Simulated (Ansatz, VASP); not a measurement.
# Two plane-wave programs on Nb

```xyz
2
Lattice="-2.0158 2.0160 1.4474 2.0160 -2.0158 1.4474 3.6856 3.6856 -1.4470" Properties=species:S:1:pos:R:3 pbc="T T T"
Nb    5.7012    1.6702    0.0004
Nb    0.8353    2.8505    0.7239
```

Alike in both runs: task single point; functional BLYP; k mesh 15 × 15 × 7; occupations fermi-dirac, width 0.1 eV; no spin polarisation.

|  | VASP | Ansatz |
| --- | --- | --- |
| version | VASP 6.6.1 | Ansatz 0.2.0 |
| potentials or method | VASP PAW PBE potentials, release 64 (Nb_sv), cutoff 520 eV | plane waves (420 eV) with PAW, scalar-relativistic |
| valence electrons in the cell | 26 | 26 |

Ansatz gave:

* pressure (GPa): -13.7
* traceless stress, the component that is largest in VASP (GPa): -0.29

Q: Which values does VASP return?

A: Pressure (GPa): -13.8; traceless stress, the component that is largest in VASP (GPa): -0.31.

VASP's potentials were made for PBE, not for BLYP.
